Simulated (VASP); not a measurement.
A run of VASP 6.6.1:

Contents of INCAR:

```
SYSTEM = ZrB2
  PREC = Accurate
  ENCUT = 520
  EDIFF = 1E-6
  ISMEAR = -1
  SIGMA = 0.03
  LREAL = .False.
  LASPH = .True.
  NELM = 60
  ALGO = Normal
  ISIF = 2
  LWAVE = .False.
  LCHARG = .True.
  LELF = .True.
  LVHAR = .True.
  NBANDS = 16
```

Contents of KPOINTS:

```
Automatic mesh
0
Gamma
  13 13 10
  0 0 0
```

Contents of POSCAR:

```
ZrB2
1.0
    3.2270744050      0.0000000000      0.0000000000
   -1.6135372026      2.7947284147      0.0000000000
    0.0000000000      0.0000000000      3.5890371349
Zr B
1 2
Direct
    0.0000000000      0.0000000000      0.0000000000
    0.3333333333      0.6666666667      0.5000000000
    0.6666666667      0.3333333333      0.5000000000
```

Potentials or basis: VASP PAW LDA potentials, release 64 (Zr_sv, B).

The run is started by

```console
$ cat potpaw_LDA.64/Zr_sv/POTCAR potpaw_LDA.64/B/POTCAR > POTCAR
$ mpirun -np 1 vasp_std > vasp.out
```

Hardware: 1 thread of AMD EPYC 7R13 (shared host).

Question: How long does it take, and how much memory?

Answer: Run time: 68 s on 1 thread of AMD EPYC 7R13, on a shared host, peak memory 0.15 GiB. Counts: scf iterations 13, k points 126.
